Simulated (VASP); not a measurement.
A run of VASP 6.6.1:

Contents of INCAR:

```
SYSTEM = GaN
  ALGO = Normal
  EDIFF = 1E-6
  ENCUT = 520
  GGA = PE
  ISIF = 2
  ISMEAR = 0
  LASPH = .True.
  LCHARG = .True.
  LELF = .True.
  LREAL = .False.
  LVHAR = .True.
  LWAVE = .False.
  NBANDS = 26
  NELM = 60
  PREC = Accurate
  SIGMA = 0.02
```

Contents of KPOINTS:

```
k-points
0
Gamma
  10 10 10
  0 0 0
```

POSCAR

```
GaN
1.0
    1.4545914607     -6.2456117600      0.0000000000
    1.4545914607      6.2456117600      0.0000000000
    0.0000000000      0.0000000000      2.9134666286
Ga N
2 2
Direct
    0.6663874639      0.3336125361      0.7500000000
    0.3336125361      0.6663874639      0.2500000000
    0.8395226605      0.1604773395      0.7500000000
    0.1604773395      0.8395226605      0.2500000000
```

Potentials or basis: VASP PAW PBE potentials, release 64 (Ga_d, N).

Run with:

```console
$ cat potpaw_PBE.64/Ga_d/POTCAR potpaw_PBE.64/N/POTCAR > POTCAR
$ mpirun -np 1 vasp_std > vasp.out
```

Hardware: 1 thread of Intel(R) Xeon(R) 6975P-C (Granite Rapids), on a shared host.

How long does it take, and how much memory?

It took 2.4 min on 1 thread of Intel(R) Xeon(R) 6975P-C (Granite Rapids) (shared host), peak memory 0.37 GiB. Counts: scf iterations 15, k points 186.
